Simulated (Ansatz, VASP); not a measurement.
**SrTiO3 in VASP and in Ansatz**

Contents of INCAR:

```
ALGO     = Normal         # electronic algorithm
EDIFF    = 1E-6           # SCF threshold, eV
ENCUT    = 520            # plane-wave cutoff, eV
GGA      = PE             # functional
ISIF     = 2              # what is computed and relaxed
ISMEAR   = 0              # smearing method
LASPH    = True           # aspherical terms in the spheres
LCHARG   = False          # write CHGCAR
LREAL    = False          # projectors in reciprocal space
LWAVE    = False          # write WAVECAR
NBANDS   = 28             # bands
NELM     = 80             # most SCF steps
PREC     = Accurate       # precision mode
SIGMA    = 0.01           # smearing width, eV
```

Contents of KPOINTS:

```
k-points
0
Gamma
  6 6 6
```

Contents of POSCAR:

```
SrTiO3
1.0
    3.8966640822      0.0000000000      0.0000000000
    0.0000000000      3.8966640822      0.0000000000
    0.0000000000      0.0000000000      3.8966640822
Sr Ti O
1 1 3
Direct
    0.0000000000      0.0000000000      0.0000000000
    0.5000000000      0.5000000000      0.5000000000
    0.5000000000      0.5000000000      0.0000000000
    0.5000000000      0.0000000000      0.5000000000
    0.0000000000      0.5000000000      0.5000000000
```

Input for Ansatz:

```yaml
crystal:
  lattice:
    - [3.8966640822, 0.0, 0.0]
    - [0.0, 3.8966640822, 0.0]
    - [0.0, 0.0, 3.8966640822]
  atoms:
    - { symbol: Sr, position: [0.0, 0.0, 0.0] }
    - { symbol: Ti, position: [0.5, 0.5, 0.5] }
    - { symbol: O, position: [0.5, 0.5, 0.0] }
    - { symbol: O, position: [0.5, 0.0, 0.5] }
    - { symbol: O, position: [0.0, 0.5, 0.5] }
kpoints:
  mp_grid: { grid: [6, 6, 6] }
hamiltonian:
  xc: pbe
scf:
  occupations: { method: fixed }
  n_extra_bands: 5
output:
  forces: true
  stress: true
  eigenvalues: true
```

Alike in both runs: task single point; functional PBE; k mesh 6 × 6 × 6; no spin polarisation.

|  | VASP | Ansatz |
| --- | --- | --- |
| version | VASP 6.6.1 | Ansatz 0.2.0 |
| potentials or method | VASP PAW PBE potentials, release 64 (Sr_sv, Ti_sv, O) | plane waves, PAW |
| plane-wave cutoff (eV) | 520 | 420 |
| occupations | gaussian, width 0.01 eV | fixed |
| valence electrons in the cell | 40 | 40 |

```csv
,VASP,Ansatz,Ansatz less VASP
gap on the k mesh at the Fermi level (eV),1.87,1.90,+0.032
pressure (GPa),6.2,5.6,-0.66
```
